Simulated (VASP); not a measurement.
# SrO (P6_3/mmc) in VASP: further runs

SrO is run at these levels: r2SCAN, PBE; tasks: single point, relaxation of cell and atoms.

Everything below comes from runs of VASP 6.6.1. Logs are shortened: lines on timing, memory, paths and dates and some standing lists are left out, and cuts for length are marked.

## Step 1: The cell of the first run

The structure is hexagonal, space group P6_3/mmc (No. 194). The conventional cell has a = 3.563 Å, b = 3.563 Å, c = 6.255 Å, α = 90.00°, β = 90.00°, γ = 120.00°. Within 3.4 Å of Sr (site symmetry -3m) lie 6 O at 2.58 Å and 2 Sr at 3.13 Å. Within 3.4 Å of O (site symmetry -6m2) lie 6 Sr at 2.58 Å.

## Step 2: Single point, r2SCAN

POSCAR reads:

```
SrO
1.0
    3.5632380098      0.0000000000      0.0000000000
   -1.7816190049      3.0858546362      0.0000000000
    0.0000000000      0.0000000000      6.2551048084
Sr O
2 2
Direct
    0.0000000000      0.0000000000      0.0000000000
    0.0000000000      0.0000000000      0.5000000000
    0.3333333333      0.6666666667      0.2500000000
    0.6666666667      0.3333333333      0.7500000000
```

INCAR.step1 reads:

```
SYSTEM = SrO
PREC = Accurate
ENCUT = 520
ISMEAR = 0
SIGMA = 0.01
LREAL = .False.
LASPH = .True.
NELM = 80
NBANDS = 24
GGA = PE
ALGO = Normal
EDIFF = 1E-4
LWAVE = .True.
LCHARG = .False.
```

INCAR.step2 reads:

```
SYSTEM = SrO
PREC = Accurate
ENCUT = 520
EDIFF = 1E-7
ISMEAR = 0
SIGMA = 0.01
LREAL = .False.
LASPH = .True.
NELM = 80
ALGO = Normal
ISIF = 2
LWAVE = .False.
LCHARG = .False.
METAGGA = R2SCAN
LMIXTAU = .True.
NBANDS = 24
ISTART = 1
```

KPOINTS reads:

```
Automatic mesh
0
Gamma
  12 12 4
  0 0 0
```

Potentials or basis: VASP PAW PBE potentials, release 64 (Sr_sv, O).

Command:

```console
cat potpaw_PBE.64/Sr_sv/POTCAR potpaw_PBE.64/O/POTCAR > POTCAR
cp INCAR.step1 INCAR
mpirun -np 1 vasp_std > vasp.out
cp INCAR.step2 INCAR
mpirun -np 1 vasp_std > vasp.out
```

OUTCAR:

```text
SYSTEM = SrO
   PREC = Accurate
   ENCUT = 520
   EDIFF = 1E-7
   ISMEAR = 0
   LREAL = .False.
   LASPH = .True.
   NELM = 80
   ISIF = 2
   METAGGA = R2SCAN
   ISTART = 1

 ion  position               nearest neighbor table
   1  0.000  0.000  0.000-   3 2.58   4 2.58   3 2.58   4 2.58   4 2.58   3 2.58   2 3.13   2 3.13
                             2 4.74   2 4.74   2 4.74   2 4.74   2 4.74   2 4.74   2 4.74   2 4.74
   2  0.000  0.000  0.500-   3 2.58   4 2.58   3 2.58   4 2.58   4 2.58   3 2.58   1 3.13   1 3.13
                             1 4.74   1 4.74   1 4.74   1 4.74   1 4.74   1 4.74   1 4.74   1 4.74
   3  0.333  0.667  0.250-   1 2.58   2 2.58   1 2.58   2 2.58   1 2.58   2 2.58
   4  0.667  0.333  0.750-   1 2.58   2 2.58   1 2.58   2 2.58   1 2.58   2 2.58

  LATTYP: Found a hexagonal cell.
 ALAT       =     3.5632380098
 C/A-ratio  =     1.7554552323

  Lattice vectors:

 A1 = (   3.5632380098,   0.0000000000,   0.0000000000)
 A2 = (  -1.7816190049,   3.0858546362,   0.0000000000)
 A3 = (   0.0000000000,   0.0000000000,   6.2551048084)

Analysis of symmetry for initial positions (statically):
=====================================================================
 Subroutine PRICEL returns:
 Original cell was already a primitive cell.

 Routine SETGRP: Setting up the symmetry group for a
 hexagonal supercell.

 Subroutine GETGRP returns: Found 24 space group operations
 (whereof 12 operations were pure point group operations)
 out of a pool of 24 trial point group operations.

The static configuration has the point symmetry D_3d.
 The point group associated with its full space group is D_6h.

Analysis of symmetry for dynamics (positions and initial velocities):
=====================================================================
 Subroutine PRICEL returns:
 Original cell was already a primitive cell.

 Routine SETGRP: Setting up the symmetry group for a
 hexagonal supercell.

 Subroutine GETGRP returns: Found 24 space group operations
 (whereof 12 operations were pure point group operations)
 out of a pool of 24 trial point group operations.

The dynamic configuration has the point symmetry D_3d.
 The point group associated with its full space group is D_6h.

 Subroutine INISYM returns: Found 24 space group operations
 (whereof 12 operations are pure point group operations),
 and found     1 'primitive' translations

----------------------------------------------------------------------------------------

                                     Primitive cell

  volume of cell :      68.7788
[... 95 lines left out ...]
   EDIFFG = 0.1E-05   stopping-criterion for IOM
   NSW    =      0    number of steps for IOM
   IBRION =     -1    ionic relax: 0-MD 1-quasi-New 2-CG
   NFREE  =      0    steps in history (QN), initial steepest desc. (CG)
   ISIF   =      2    stress and relaxation
   ISYM   =      2    0-nonsym 1-usesym 2-fastsym
   POTIM  = 0.5000    time-step for ionic-motion
   TEBEG  =    0.0;   TEEND  =   0.0 temperature during run
   PSTRESS=    0.0 pullay stress
   NELECT =      32.0000    total number of electrons
   NUPDOWN=      -1.0000    fix difference up-down
   EMIN   =  10.00;   EMAX   =-10.00  energy-range for DOS
   EFERMI =   0.00;   METHOD = LEGACY
   ISMEAR =     0;   SIGMA  =   0.01  broadening in eV -4-tet -1-fermi 0-gaus
   EFERMI_NEDOS =   21; number of points for ismear=-14 and -15
   IALGO  =     38    algorithm
   IMIX   =      4    mixing-type and parameters
     AMIX     =   0.40;   BMIX     =  1.00
     AMIX_MAG =   1.60;   BMIX_MAG =  1.00
  volume/ion in A,a.u.               =      17.19       116.04
  Fermi-wavevector in a.u.,A,eV,Ry     =   1.268547  2.397206 21.894648  1.609211
  Thomas-Fermi vector in A             =   2.401636
   LORBIT       =      0    0 simple, 1 ext, 2 COOP (PROOUT), +10 PAW based schemes
   METAGGA = R2SCAN    functional components
   LHFCALC =     F    Hartree Fock is set to
   AEXX    =    0.0000 exact exchange contribution
   IVDW    =     0    specifies the selected vdW correction
   LEPSILON=     F    determine dielectric tensor
   LRPA    =     F    only Hartree local field effects (RPA)
 non-spin polarized calculation
 Gauss-broadening in eV      SIGMA  =   0.01
  energy-cutoff  :      520.00
  volume of cell :       68.78
 maximum number of plane-waves:      1883
 NGX is ok and might be reduce to    28
   NGX = 13   NGY = 13   NGZ = 23

 number of electron      31.9999999 magnetization

 Free energy of the ion-electron system (eV)
  ---------------------------------------------------
  ext. energy  EPLUGINS =         0.00000000
  ---------------------------------------------------
  free energy    TOTEN  =       -53.50306818 eV

  energy without entropy =      -53.50306818  energy(sigma->0) =      -53.50306818

 E-fermi :   1.5673     XC(G=0): -10.5185

 val. band max:        1.3962084866   @ k =   0.0000   0.0000   0.0000
 cond. band min:       5.3359663160   @ k =   0.0000   0.0000   0.0000
 fundamental gap:      3.9397578295
 Fermi energy:         1.5673400556

 k-point     1 :       0.0000    0.0000    0.0000
  band No.  band energies     occupation
      1     -32.5542      2.00000
      2     -32.3403      2.00000
      3     -16.3936      2.00000
      4     -14.6826      2.00000
      5     -13.5758      2.00000
      6     -13.5758      2.00000
[... 637 lines left out ...]
     23      11.2686      0.00000
     24      11.3960      0.00000

 [... further k-points ...]

------------------------ aborting loop because EDIFF is reached ----------------------------------------

  FORCE on cell =-STRESS in cart. coord.  units (eV):
  Direction    XX          YY          ZZ          XY          YZ          ZX
  --------------------------------------------------------------------------------------
  -------------------------------------------------------------------------------------
  Total        0.2267654      0.2267654      0.2882112      0.0000000      0.0000000      0.0000000
  in kB        5.2824141      5.2824141      6.7137713      0.0000000      0.0000000      0.0000000
  external PRESSURE =       5.7595332 kB  Pullay stress =       0.0000000 kB

 VOLUME and BASIS-vectors are now :
 -----------------------------------------------------------------------------
  energy-cutoff  :      520.00
  volume of cell :       68.78
      direct lattice vectors                 reciprocal lattice vectors
     3.563238010  0.000000000  0.000000000     0.280643616  0.162029667  0.000000000
    -1.781619005  3.085854636  0.000000000     0.000000000  0.324059335  0.000000000
     0.000000000  0.000000000  6.255104808     0.000000000  0.000000000  0.159869424

 POSITION                                       TOTAL-FORCE (eV/Angst)
 -----------------------------------------------------------------------------------
      0.00000      0.00000      0.00000         0.000000      0.000000     -0.000000
      0.00000      0.00000      3.12755         0.000000      0.000000     -0.000000
     -0.00000      2.05724      1.56378        -0.000000      0.000000      0.000000
      1.78162      1.02862      4.69133         0.000000     -0.000000     -0.000000
 -----------------------------------------------------------------------------------
    total drift:                                0.000000     -0.000000      0.000000

  FREE ENERGIE OF THE ION-ELECTRON SYSTEM (eV)
  ---------------------------------------------------
  free  energy   TOTEN  =       -53.5030681829 eV

  energy  without entropy=      -53.5030681829  energy(sigma->0) =      -53.50306818
```

OUTCAR.step1:

```text
SYSTEM = SrO
   PREC = Accurate
   ENCUT = 520
   ISMEAR = 0
   LREAL = .False.
   LASPH = .True.
   NELM = 80
[... 881 lines left out ...]
      0.00000      0.00000      3.12755        -0.000000      0.000000      0.000000
     -0.00000      2.05724      1.56378        -0.000000      0.000000      0.000000
      1.78162      1.02862      4.69133         0.000000     -0.000000     -0.000000
 -----------------------------------------------------------------------------------
    total drift:                                0.000000     -0.000000      0.000000

  FREE ENERGIE OF THE ION-ELECTRON SYSTEM (eV)
  ---------------------------------------------------
  free  energy   TOTEN  =       -23.4850658816 eV

  energy  without entropy=      -23.4850658816  energy(sigma->0) =      -23.48506588
```

OSZICAR.step1:

```text
N       E                     dE             d eps       ncg     rms          rms(c)
DAV:   1     0.180954571411E+03    0.18095E+03   -0.17033E+04  2736   0.130E+03
DAV:   2    -0.173311606400E+02   -0.19829E+03   -0.18716E+03  3800   0.282E+02
DAV:   3    -0.276123585215E+02   -0.10281E+02   -0.10206E+02  4152   0.590E+01
DAV:   4    -0.279473201330E+02   -0.33496E+00   -0.33485E+00  3752   0.850E+00
DAV:   5    -0.279508182616E+02   -0.34981E-02   -0.34981E-02  3816   0.896E-01    0.229E+01
DAV:   6    -0.236557816137E+02    0.42950E+01   -0.21924E+01  3192   0.243E+01    0.274E+01
DAV:   7    -0.235415629429E+02    0.11422E+00   -0.15465E+00  3720   0.656E+00    0.187E+01
DAV:   8    -0.235027449818E+02    0.38818E-01   -0.68730E-01  3040   0.540E+00    0.165E+00
DAV:   9    -0.234824368085E+02    0.20308E-01   -0.94852E-02  3976   0.194E+00    0.482E-01
DAV:  10    -0.234845207467E+02   -0.20839E-02   -0.80250E-03  3168   0.510E-01    0.217E-01
DAV:  11    -0.234849871426E+02   -0.46640E-03   -0.13672E-03  3400   0.195E-01    0.324E-02
DAV:  12    -0.234850658816E+02   -0.78739E-04   -0.26213E-04  2928   0.807E-02
   1 F= -.23485066E+02 E0= -.23485066E+02  d E =-.262380-126
```

Run time: 3.1 min. Hardware: 1 thread of Intel Xeon 6975P-C (Granite Rapids), shared host; peak memory 0.25 GiB.

Results:

- Free energy: -53.5031 eV
- Pressure: 0.6 GPa
- Band gap on the k mesh: 3.94 eV

Stress tensor (GPa, compression positive):
```
0.53 0.00 0.00
0.00 0.53 0.00
0.00 0.00 0.67
```

Levels at points of the mesh, in eV from the valence-band top:
```tsv
k point	band 13	band 14	band 15	band 16	band 17	band 18	band 19	band 20
(0.00, 0.00, 0.00)	-0.98	-0.14	0.00	0.00	3.94	5.02	7.13	7.13
(0.50, 0.00, 0.00)	-1.11	-0.56	-0.27	-0.10	4.15	6.27	7.46	8.06
(0.00, 0.00, 0.50)	-0.52	-0.52	-0.52	-0.52	5.89	5.89	7.15	7.15
(0.50, 0.00, 0.50)	-0.84	-0.84	-0.61	-0.61	5.34	5.34	8.82	8.82
```

Caveat: the PAW data sets were made with another functional, which shifts forces and pressure a little.

## Step 3: Relaxation of cell and atoms, PBE

This run uses another cell than the first one, of 16.46 Å³/atom.

INCAR reads:

```
SYSTEM = SrO
ALGO = Normal
EDIFF = 1E-7
EDIFFG = -0.005
ENCUT = 600
GGA = PE
IBRION = 2
ISIF = 3
ISMEAR = -1
LASPH = .True.
LCHARG = .False.
LREAL = .False.
LWAVE = .False.
NELM = 60
NSW = 80
PREC = Accurate
SIGMA = 0.02
```

KPOINTS reads:

```
k-points
0
Gamma
  12 12 4
  0 0 0
```

POSCAR reads:

```
SrO
1.0
    3.5996073300      0.0000000000      0.0000000000
   -1.7998036650      3.1173513914      0.0000000000
    0.0000000000      0.0000000000      5.8673599479
Sr O
2 2
Direct
    0.0000000000      0.0000000000      0.0000000000
    0.0000000000      0.0000000000      0.5000000000
    0.3333333333      0.6666666667      0.2500000000
    0.6666666667      0.3333333333      0.7500000000
```

Potentials or basis: VASP PAW PBE potentials, release 64 (Sr_sv, O).

Command:

```console
cat potpaw_PBE.64/Sr_sv/POTCAR potpaw_PBE.64/O/POTCAR > POTCAR
mpirun -np 1 vasp_std > vasp.out
```

Wall time 5 min (1 thread of Intel Xeon 6975P-C (Granite Rapids), shared host); peak memory 0.27 GiB.

It converged, with:

- Free energy: -23.5009 eV
- Relaxed volume: 17.70 Å³/atom
- Relaxed cell: a = 3.595 Å, b = 3.595 Å, c = 6.324 Å, α = 90.00°, β = 90.00°, γ = 120.00°
- Space group after relaxing (to 0.1 Å): P6_3/mmc (No. 194)
- Energy gained by relaxing: 68.3 meV/atom
- Ionic steps: 8
- Pressure after relaxing: 0.0 GPa
- Band gap on the k mesh: 3.31 eV

The path:
```csv
step,energy change (eV),largest force (eV/Å),pressure (GPa),volume (Å³)
1,0.0000,0.0000,7.37,65.84
2,-0.2539,0.0000,-2.49,73.19
3,-0.2641,0.0000,-1.08,71.85
4,-0.2641,0.0000,-1.22,71.97
5,-0.2730,0.0000,-0.13,70.89
6,-0.2730,0.0000,-0.17,70.93
7,-0.2731,0.0000,0.04,70.76
8,-0.2731,0.0000,0.00,70.79
```

Final structure:
```cif
data_structure
_symmetry_space_group_name_H-M 'P 1'
_symmetry_Int_Tables_number 1
_cell_length_a 3.5953
_cell_length_b 3.5953
_cell_length_c 6.3235
_cell_angle_alpha 90.000
_cell_angle_beta 90.000
_cell_angle_gamma 120.000
_cell_volume 70.79
loop_
_atom_site_label
_atom_site_type_symbol
_atom_site_fract_x
_atom_site_fract_y
_atom_site_fract_z
_atom_site_occupancy
Sr1 Sr 0.00000 0.00000 0.00000 1
Sr2 Sr 0.00000 0.00000 0.50000 1
O1 O 0.33333 0.66667 0.25000 1
O2 O 0.66667 0.33333 0.75000 1
```

Levels at points of the mesh, in eV from the valence-band top:
```tsv
k point	band 13	band 14	band 15	band 16	band 17	band 18	band 19	band 20
(0.00, 0.00, 0.00)	-0.94	-0.15	0.00	0.00	3.31	4.22	6.47	6.47
(0.50, 0.00, 0.00)	-1.07	-0.59	-0.31	-0.12	3.63	5.62	6.69	7.19
(0.00, 0.00, 0.50)	-0.50	-0.50	-0.50	-0.50	5.19	5.19	6.31	6.31
(0.50, 0.00, 0.50)	-0.83	-0.83	-0.60	-0.60	4.77	4.77	7.91	7.91
```

A k mesh can miss the band edges.
